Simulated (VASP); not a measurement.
## InAs: single point with PBE

Crystal: InAs.

```xyz
8
Lattice="6.1868 0.0000 0.0000 0.0000 -6.1868 0.0000 0.0000 0.0000 -6.1868" Properties=species:S:1:pos:R:3 pbc="T T T"
In    0.0000    0.0000    0.0000
In    3.0934   -3.0934    0.0000
In    3.0934    0.0000   -3.0934
In    0.0000   -3.0934   -3.0934
As    4.6401   -4.6401   -4.6401
As    1.5467   -1.5467   -4.6401
As    1.5467   -4.6401   -1.5467
As    4.6401   -1.5467   -1.5467
```

```
Program                : VASP 6.6.1
Task                   : single point
Functional             : PBE
Potentials or basis    : VASP PAW PBE potentials, release 64 (In_d, As)
Cutoff                 : 520 eV
k mesh                 : 10 × 10 × 10
Occupations            : gaussian, width 0.15 eV
Spin                   : no spin polarisation
Dipole correction      : no
Further INCAR settings : ALGO = Normal; EDIFF = 1e-07; NBANDS = 46
```

```
Pressure               : 0.0 GPa
Band gap on the k mesh : zero (filled and empty bands touch)
```

Levels at points of the mesh, in eV from the Fermi level:
| k point | band 32 | band 33 | band 34 | band 35 | band 36 | band 37 | band 38 | band 39 | band 40 | band 41 |
| --- | --- | --- | --- | --- | --- | --- | --- | --- | --- | --- |
| (0.00, 0.00, 0.00) | -2.25 | -2.25 | -0.70 | -0.15 | -0.15 | -0.15 | 1.50 | 1.50 | 1.50 | 1.89 |
| (0.50, 0.00, 0.00) | -2.73 | -1.43 | -1.43 | -1.43 | -1.43 | 2.14 | 2.14 | 2.44 | 2.44 | 3.76 |
| (0.50, 0.50, 0.00) | -2.71 | -1.09 | -1.09 | -1.09 | -1.09 | 2.27 | 2.27 | 2.27 | 2.27 | 4.75 |
| (0.50, 0.50, 0.50) | -1.05 | -1.05 | -1.05 | -1.05 | -1.05 | 0.66 | 0.66 | 0.66 | 0.66 | 4.48 |

Wall time 12 min on 1 thread of Intel Xeon 6975P-C, on a shared host, peak memory 0.63 GiB.

Caveat: spin-orbit coupling is left out, which moves the levels of the heavy elements.
